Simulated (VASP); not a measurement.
Set up this calculation in VASP 6.6.1, as the native input.

```yaml
Task: single point
Functional: r2SCAN
Potentials_or_basis: VASP PAW PBE potentials, release 64 (Au)
Cutoff: 520 eV
k_mesh: 14 × 14 × 14
Occupations: fermi-dirac, width 0.1 eV
Spin: no spin polarisation
Dipole_correction: no
Further_INCAR_settings: ALGO = Normal; EDIFF = 1e-06; NBANDS = 12
```

Crystal: Au.

```xyz
1
Lattice="0.0000 2.0647 2.0647 2.0647 0.0000 2.0647 2.0647 2.0647 0.0000" Properties=species:S:1:pos:R:3 pbc="T T T"
Au    0.0000    0.0000    0.0000
```

The input as run:

POSCAR

```
Au
1.0
    0.0000000000      2.0647204712      2.0647204712
    2.0647204712      0.0000000000      2.0647204712
    2.0647204712      2.0647204712      0.0000000000
Au
1
Direct
    0.0000000000      0.0000000000      0.0000000000
```

INCAR.step1

```
SYSTEM = Au
ALGO = Normal
EDIFF = 1E-4
ENCUT = 520
GGA = PE
ISMEAR = -1
LASPH = .True.
LCHARG = .False.
LREAL = .False.
LWAVE = .True.
NBANDS = 12
NELM = 80
PREC = Accurate
SIGMA = 0.1
```

INCAR.step2

```
SYSTEM = Au
ALGO = Normal
EDIFF = 1E-6
ENCUT = 520
ISIF = 2
ISMEAR = -1
ISTART = 1
LASPH = .True.
LCHARG = .False.
LMIXTAU = .True.
LREAL = .False.
LWAVE = .False.
METAGGA = R2SCAN
NBANDS = 12
NELM = 80
PREC = Accurate
SIGMA = 0.1
```

KPOINTS

```
k-points
0
Gamma
  14 14 14
  0 0 0
```

Potentials or basis: VASP PAW PBE potentials, release 64 (Au).

Run with:

```bash
$ cat potpaw_PBE.64/Au/POTCAR > POTCAR
$ cp INCAR.step1 INCAR
$ mpirun -np 1 vasp_std > vasp.out
$ cp INCAR.step2 INCAR
$ mpirun -np 1 vasp_std > vasp.out
```

It gave:

The pressure is -0.3 GPa and the band gap on the k mesh is zero (an odd number of electrons rules out a gap without spin polarisation).

Caveat: the PAW data sets were made with another functional, which shifts forces and pressure a little; spin-orbit coupling is left out, which moves the levels of the heavy elements.

Wall time 54 s on 1 thread of Intel(R) Xeon(R) Platinum 8488C (Sapphire Rapids) (shared host), peak memory 0.16 GiB.
